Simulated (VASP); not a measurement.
# Al (I4/mmm) in VASP: further runs, part 2 of 2

VASP 6.6.1. The steps go on from the part before.

## 4. Single point, PBE (strain +0.015 along x and y, +0.000 along z)

File INCAR:

```
PREC = Accurate
ENCUT = 520
EDIFF = 1E-6
ISMEAR = 0
SIGMA = 0.15
LREAL = F
LASPH = T
NELM = 60
ALGO = Fast
ISIF = 2
LWAVE = F
LCHARG = F
GGA = PE
NBANDS = 8
```

File KPOINTS:

```
regular mesh
0
Gamma
  20 20 20
```

File POSCAR:

```
Al
1.0
    0.0000000000      2.0543397000      2.0239800000
    2.0543397000      0.0000000000      2.0239800000
    2.0543397000      2.0543397000      0.0000000000
Al
1
Direct
    0.0000000000      0.0000000000      0.0000000000
```

Potentials or basis: VASP PAW PBE potentials, release 64 (Al).

Started as:

```
$ cat potpaw_PBE.64/Al/POTCAR > POTCAR
$ mpirun -np 1 vasp_std > vasp.out
```

OUTCAR:

```text
PREC = Accurate
   ENCUT = 520
   EDIFF = 1E-6
   ISMEAR = 0
   LREAL = F
   LASPH = T
   NELM = 60
   ISIF = 2
   GGA = PE

 ion  position               nearest neighbor table
   1  0.000  0.000  0.000-

  LATTYP: Found a body centered tetragonal cell.
 ALAT       =     2.9052750655
 C/A-ratio  =     1.3933138546

  Lattice vectors:

 A1 = (   0.0000000000,  -2.0543397000,  -2.0239800000)
 A2 = (   0.0000000000,   2.0543397000,  -2.0239800000)
 A3 = (   2.0543397000,   0.0000000000,   2.0239800000)

Analysis of symmetry for initial positions (statically):
=====================================================================
 Subroutine PRICEL returns:
 Original cell was already a primitive cell.

 Routine SETGRP: Setting up the symmetry group for a
 body centered tetragonal supercell.

 Subroutine GETGRP returns: Found 16 space group operations
 (whereof 16 operations were pure point group operations)
 out of a pool of 16 trial point group operations.

The static configuration has the point symmetry D_4h.

Analysis of symmetry for dynamics (positions and initial velocities):
[... 164 lines left out ...]
 Fermi energy:         7.6772234631

 k-point     1 :       0.0000    0.0000    0.0000
  band No.  band energies     occupation
      1      -3.2543      2.00000
      2      20.0205      0.00000
      3      20.0205      0.00000
      4      20.1778      0.00000
      5      21.2744      0.00000
      6      21.3195      0.00000
      7      21.3195      0.00000
      8      23.8614      0.00000
[... 243 lines left out ...]
 k-point    24 :      -0.3500    0.0500    0.0000
  band No.  band energies     occupation
      1       0.3219      2.00000
      2       7.1279      2.00000
      3      16.9416      0.00000
      4      18.9143      0.00000
      5      19.2926      0.00000
      6      20.5790      0.00000
      7      22.1644      0.00000
      8      25.0622      0.00000

 [... further k-points ...]

------------------------ aborting loop because EDIFF is reached ----------------------------------------

  FORCE on cell =-STRESS in cart. coord.  units (eV):
  Direction    XX          YY          ZZ          XY          YZ          ZX
  --------------------------------------------------------------------------------------
  -------------------------------------------------------------------------------------
  Total       -0.2692430     -0.2692430     -0.2661511      0.0000000      0.0000000      0.0000000
  in kB      -25.2507476    -25.2507476    -24.9607736      0.0000000      0.0000000      0.0000000
  external PRESSURE =     -25.1540896 kB  Pullay stress =       0.0000000 kB

 VOLUME and BASIS-vectors are now :
 -----------------------------------------------------------------------------
  energy-cutoff  :      520.00
  volume of cell :       17.08
      direct lattice vectors                 reciprocal lattice vectors
     0.000000000  2.054339700  2.023980000    -0.243387206  0.243387206  0.247038014
     2.054339700  0.000000000  2.023980000     0.243387206 -0.243387206  0.247038014
     2.054339700  2.054339700  0.000000000     0.243387206  0.243387206 -0.247038014

 POSITION                                       TOTAL-FORCE (eV/Angst)
 -----------------------------------------------------------------------------------
      0.00000      0.00000      0.00000        -0.000000      0.000000      0.000000
 -----------------------------------------------------------------------------------
    total drift:                                0.000000     -0.000000     -0.000000

  FREE ENERGIE OF THE ION-ELECTRON SYSTEM (eV)
  ---------------------------------------------------
  free  energy   TOTEN  =        -3.7428537025 eV

  energy  without entropy=       -3.7380233290  energy(sigma->0) =       -3.74043852
```

It took 58 s on 1 thread of Intel Xeon 8259CL, shared host; peak memory 0.2 GiB.

Results:

```
Free energy            : -3.7429 eV
Pressure               : -2.5 GPa
Band gap on the k mesh : zero (an odd number of electrons rules out a gap without spin polarisation)
```

Caveat: the cell differs from its parent crystal (strain +0.015 along x and y, +0.000 along z).

## 5. Single point, PBE (strain +0.030 along x and y, +0.000 along z)

File INCAR:

```
SYSTEM = Al
PREC = Accurate ; ENCUT = 520
EDIFF = 1E-6 ; ISMEAR = 0
SIGMA = 0.15 ; LREAL = .False.
LASPH = .True. ; NELM = 60
ALGO = Normal ; ISIF = 2
LWAVE = .False. ; LCHARG = .False.
GGA = PE ; NBANDS = 8
```

File KPOINTS:

```
regular mesh
0
Gamma
  20 20 20
  0 0 0
```

File POSCAR:

```
Al
1.0
    0.0000000000      2.0846994000      2.0239800000
    2.0846994000      0.0000000000      2.0239800000
    2.0846994000      2.0846994000      0.0000000000
Al
1
Direct
    0.0000000000      0.0000000000      0.0000000000
```

Started as:

```
$ cat potpaw_PBE.64/Al/POTCAR > POTCAR
$ mpirun -np 1 vasp_std > vasp.out
```

Wall time 64 s (1 thread of Intel Xeon 8259CL, shared host); peak memory 0.19 GiB.

Results (log left out):

```yaml
Free_energy: -3.7318 eV
Pressure: -4.3 GPa
Band_gap_on_the_k_mesh: zero (an odd number of electrons rules out a gap without spin polarisation)
```

Stress tensor (GPa, compression positive):
```
-4.48  0.00  0.00
 0.00 -4.48  0.00
 0.00  0.00 -3.86
```

Levels at points of the mesh, in eV from the Fermi level:
```csv
k point,band 1,band 2,band 3,band 4,band 5,band 6
"(0.00, 0.00, 0.00)",-10.73,12.15,12.15,12.46,13.21,13.30
"(0.50, 0.00, 0.00)",-4.36,-4.32,10.38,10.83,11.01,11.42
"(0.50, 0.50, 0.00)",-2.52,-1.22,4.94,4.94,5.00,8.10
"(0.50, 0.00, 0.50)",-2.93,-1.82,5.33,5.36,5.56,8.65
```

Caveat: the cell differs from its parent crystal (strain +0.030 along x and y, +0.000 along z); the cell stands under tension.

## 6. The runs side by side

```csv
cell,gap on the mesh (eV),pressure (GPa)
"a = 2.885, b = 2.885, c = 2.819 Å, angles 60.7, 60.7, 58.5°, 1 atom",none,-0.3
"a = 2.863, b = 2.863, c = 2.905 Å, angles 59.5, 59.5, 61.0°, 1 atom",none,-1.5
"a = 2.884, b = 2.884, c = 2.905 Å, angles 59.8, 59.8, 60.5°, 1 atom",none,-2.5
"a = 2.906, b = 2.906, c = 2.948 Å, angles 59.5, 59.5, 61.0°, 1 atom",none,-4.3
```

Alike in all rows: task single point; level PBE; potentials or basis VASP PAW PBE potentials, release 64 (Al); no spin polarisation; k mesh 20 × 20 × 20; cutoff (eV) 520; smearing gaussian 0.15 eV.

Caveats: the cell stands under tension (at least some runs).

Total energies depend on the potentials used, so only differences within one code and one set of settings carry meaning.
